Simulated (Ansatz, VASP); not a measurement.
## Ge in VASP and in Ansatz

File INCAR:

```
SYSTEM = Ge
PREC     = Accurate       ! precision mode
ENCUT    = 520            ! plane-wave cutoff, eV
EDIFF    = 1E-6           ! SCF threshold, eV
ISMEAR   = 0              ! smearing method
SIGMA    = 0.15           ! smearing width, eV
LREAL    = .FALSE.        ! projectors in reciprocal space
LASPH    = .TRUE.         ! aspherical terms in the spheres
NELM     = 100            ! most SCF steps
ALGO     = Normal         ! electronic algorithm
ISIF     = 2              ! what is computed and relaxed
LWAVE    = .FALSE.        ! write WAVECAR
LCHARG   = .FALSE.        ! write CHGCAR
GGA      = PE             ! functional
NBANDS   = 21             ! bands
```

File KPOINTS:

```
Automatic mesh
0
G
  14 14 14
  0 0 0
```

POSCAR

```
Ge
1.0
    0.0000000000      2.9315754065      3.1147988694
    2.9315754065      0.0000000000      3.1147988694
    2.9315754065      2.9315754065      0.0000000000
Ge
2
Direct
    0.5000000000      0.5000000000      0.5000000000
    0.7500000000      0.7500000000      0.7500000000
```

Input for Ansatz:

```yaml
crystal:
  lattice:
    - [0.0, 2.9315754065, 3.1147988694]
    - [2.9315754065, 0.0, 3.1147988694]
    - [2.9315754065, 2.9315754065, 0.0]
  atoms:
    - { symbol: Ge, position: [0.5, 0.5, 0.5] }
    - { symbol: Ge, position: [0.75, 0.75, 0.75] }
basis:
  ecutwfc: 420
kpoints:
  mp_grid: { grid: [14, 14, 14] }
hamiltonian:
  xc: pbe
scf:
  occupations: { method: gaussian, width: 0.15 }
output:
  forces: true
  stress: true
  eigenvalues: true
```

Alike in both runs: task single point; functional PBE; k mesh 14 × 14 × 14; occupations gaussian, width 0.15 eV; no spin polarisation.

|  | VASP | Ansatz |
| --- | --- | --- |
| version | VASP 6.6.1 | Ansatz 0.2.0 |
| potentials or method | VASP PAW PBE potentials, release 64 (Ge_d), cutoff 520 eV | scalar-relativistic, plane waves, PAW |
| valence electrons in the cell | 28 | 28 |

VASP gave:

```
gap on the k mesh at the Fermi level (eV)                     : none
pressure (GPa)                                                : -5.1
traceless stress, the component that is largest in VASP (GPa) : -2.48
```

Task: Estimate Ansatz's values.

Result: gap on the k mesh at the Fermi level (eV): none; pressure (GPa): -5.0; traceless stress, the component that is largest in VASP (GPa): -2.47.

A gap of «none» marks a metal or a gap that the smearing closes. The functional is the same, so the differences come from potentials, cutoffs and numerics.
